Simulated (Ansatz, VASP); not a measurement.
# WSe2 in VASP and in Ansatz

The input INCAR:

```
PREC     = Accurate       # precision mode
ENCUT    = 600            # plane-wave cutoff, eV
EDIFF    = 1E-6           # SCF threshold, eV
ISMEAR   = 0              # smearing method
SIGMA    = 0.1            # smearing width, eV
LREAL    = False          # projectors in reciprocal space
LASPH    = True           # aspherical terms in the spheres
NELM     = 100            # most SCF steps
ALGO     = Normal         # electronic algorithm
ISIF     = 3              # what is computed and relaxed
LWAVE    = False          # write WAVECAR
LCHARG   = False          # write CHGCAR
GGA      = PE             # functional
IVDW     = 12             # dispersion correction
IBRION   = 2              # ionic algorithm
NSW      = 100            # ionic steps
EDIFFG   = -0.05          # ionic threshold
```

KPOINTS

```
regular mesh
0
Gamma
  9 9 9
```

Contents of POSCAR:

```
WSe2
1.0
    1.6052106400      0.9267687900      6.2656416800
   -1.6052106400      0.9267687900      6.2656416800
    0.0000000000     -1.8535375900      6.2656416800
W Se
1 2
Direct
    1.0000000000      0.0000000000      0.0000000000
    0.7503000000      0.7503000000      0.7503000000
    0.5810000000      0.5810000000      0.5810000000
```

Input for Ansatz:

```yaml
crystal:
  lattice:
    - [1.60521064, 0.92676879, 6.26564168]
    - [-1.60521064, 0.92676879, 6.26564168]
    - [0.0, -1.85353759, 6.26564168]
  atoms:
    - { symbol: W, position: [1.0, 0.0, 0.0] }
    - { symbol: Se, position: [0.7503, 0.7503, 0.7503] }
    - { symbol: Se, position: [0.581, 0.581, 0.581] }
basis:
  ecutwfc: 420
kpoints:
  mp_grid: { grid: [9, 9, 9] }
hamiltonian:
  xc: pbe
  dispersion: d3bj
scf:
  occupations: { method: gaussian, width: 0.1 }
output:
  forces: true
  stress: true
  eigenvalues: true
relax:
  adjacent_minimum: "off"
  f_tol: 0.05
  max_steps: 80
  cell: { stress_tol: 0.5 }
```

Alike in both runs: task relaxation of cell and atoms; functional PBE; dispersion D3(BJ); k mesh 9 × 9 × 9; occupations gaussian, width 0.1 eV; no spin polarisation.

```csv
,VASP,Ansatz
version,VASP 6.6.1,Ansatz 0.2.0
potentials or method,"VASP PAW PBE potentials, release 64 (W_sv, Se), cutoff 600 eV","scalar-relativistic, plane waves, PAW"
valence electrons in the cell,26,46
```

```csv
,VASP,Ansatz,Ansatz less VASP
"gap on the k mesh at the Fermi level, each at its own relaxed structure (eV)",1.08,1.05,-0.031
relaxed volume (Å³/atom),20.10,19.87,-0.229
relaxed length of the cell vector where the two differ most in proportion (Å),6.711,6.658,-0.0524
```

VASP's potentials hold 26 valence electrons a cell and Ansatz's 46, so a difference there can come from the potentials and not from the codes.

Spin-orbit coupling is off throughout.
